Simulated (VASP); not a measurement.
A run of VASP 6.6.1:

INCAR

```
PREC = Accurate
ENCUT = 520
EDIFF = 1E-6
ISMEAR = -1
SIGMA = 0.08
LREAL = F
LASPH = T
NELM = 100
ALGO = Normal
ISIF = 2
LWAVE = F
LCHARG = F
GGA = PE
NBANDS = 7
```

The input KPOINTS:

```
Automatic mesh
0
Gamma
  27 27 27
```

POSCAR

```
Be
1.0
    0.0000000000      1.1901856385      1.1901856385
    1.1901856385      0.0000000000      1.1901856385
    1.1901856385      1.1901856385      0.0000000000
Be
1
Direct
    0.0000000000      0.0000000000      0.0000000000
```

Potentials or basis: VASP PAW PBE potentials, release 64 (Be).

Run with:

```console
$ cat potpaw_PBE.64/Be/POTCAR > POTCAR
$ mpirun -np 1 vasp_std > vasp.out
```

Hardware: 1 thread of Intel Xeon 8259CL, with other jobs on the host.

Q: How long does it take, and how much memory?

A: Run time: 13 s on 1 thread of Intel Xeon 8259CL (shared host), peak memory 0.12 GiB. Counts: scf iterations 10, k points 560.
